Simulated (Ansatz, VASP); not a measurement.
## NiGe: VASP beside Ansatz

```
Ni Ge
1.0
     5.25843    0.00000    0.00000
     0.00000    3.40551    0.00000
     0.00000    0.00000    5.69006
Ni Ge
4 4
Direct
  0.99312 0.75000 0.18970
  0.00688 0.25000 0.81030
  0.50688 0.25000 0.68970
  0.49312 0.75000 0.31030
  0.81043 0.75000 0.58818
  0.18957 0.25000 0.41182
  0.68957 0.25000 0.08818
  0.31043 0.75000 0.91182
```

Alike in both runs: functional LDA; k mesh 8 × 10 × 6; occupations gaussian, width 0.1 eV; no spin polarisation.

Ansatz relaxed the structure, and its values are those at the end. VASP's run is a single point on that final structure, the one shown.

|  | VASP | Ansatz |
| --- | --- | --- |
| version | VASP 6.6.1 | Ansatz 0.2.0 |
| potentials or method | VASP PAW LDA potentials, release 64 (Ni, Ge_d), cutoff 520 eV | scalar-relativistic, plane waves, PAW |
| valence electrons in the cell | 96 | 128 |

Ansatz gave:

- gap on the k mesh at the Fermi level (eV): none
- pressure (GPa): 0.0
- rms of the force components (eV/Å): 0.000

**Question.** What did VASP give for the same quantities?

**Answer.** gap on the k mesh at the Fermi level (eV): none; pressure (GPa): 0.4; rms of the force components (eV/Å): 0.007.

LDA's correlation is that of Perdew and Zunger in VASP and of Perdew and Wang (1992) in Ansatz. A gap of «none» marks a metal or a gap that the smearing closes. VASP's potentials hold 96 valence electrons a cell and Ansatz's 128, so a difference there can come from the potentials and not from the codes.
